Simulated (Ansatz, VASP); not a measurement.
**Two plane-wave programs on MgS**

```
CELL_PARAMETERS angstrom
0.00000 2.60165 2.66669
2.60165 0.00000 2.66669
2.60165 2.60165 0.00000
ATOMIC_POSITIONS crystal
Mg 0.00000 0.00000 0.00000
S 0.50000 0.50000 0.50000
```

Change from the starting cell: strain +0.000 along x and y, +0.025 along z, atoms carried along.

Alike in both runs: task single point; functional PBEsol; k mesh 8 × 8 × 8; occupations gaussian, width 0.05 eV; no spin polarisation.

```csv
,VASP,Ansatz
version,VASP 6.6.1,Ansatz 0.2.0
potentials or method,"VASP PAW PBE potentials, release 64 (Mg, S), cutoff 600 eV","scalar-relativistic, plane waves, PAW"
valence electrons in the cell,8,16
```

```csv
,VASP,Ansatz,Ansatz less VASP
gap on the k mesh at the Fermi level (eV),2.55,2.55,0.000
least direct gap on the mesh (eV),3.34,3.34,+0.002
pressure (GPa),-2.8,-2.6,+0.19
"traceless stress, the component that is largest in VASP (GPa)",-1.43,-1.44,-0.008
```

VASP's potentials were made for PBE, not for PBEsol. VASP's potentials hold 8 valence electrons a cell and Ansatz's 16, so a difference there can come from the potentials and not from the codes.
